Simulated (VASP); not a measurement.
A run of VASP 6.6.1:

File INCAR:

```
PREC = Accurate
ENCUT = 500
EDIFF = 1E-7
ISMEAR = 1
SIGMA = 0.05
LREAL = F
LASPH = T
NELM = 120
ALGO = Normal
ISIF = 3
LWAVE = F
LCHARG = F
GGA = PS
IBRION = 2
NSW = 50
EDIFFG = -0.01
GGA_COMPAT = F
NELMIN = 4
```

KPOINTS

```
Automatic mesh
0
Gamma
  13 13 13
```

POSCAR

```
Na
1.0
    0.0000000000      2.6950000000      2.6950000000
    2.6950000000      0.0000000000      2.6950000000
    2.6950000000      2.6950000000      0.0000000000
Na
1
Direct
    0.0000000000      0.0000000000      0.0000000000
```

Potentials or basis: VASP PAW PBE potentials, release 64 (Na_pv).

Command:

```sh
$ cat potpaw_PBE.64/Na_pv/POTCAR > POTCAR
$ mpirun -np 1 vasp_std > vasp.out
```

Hardware: 1 thread of Intel(R) Xeon(R) 6975P-C (Granite Rapids), with other jobs on the host.

Problem. How long does it take, and how much memory?

Solution. Run time: 14 s on 1 thread of Intel(R) Xeon(R) 6975P-C (Granite Rapids), with other jobs on the host, peak memory 0.16 GiB. Counts: scf iterations 25, k points 84, ion steps 3.
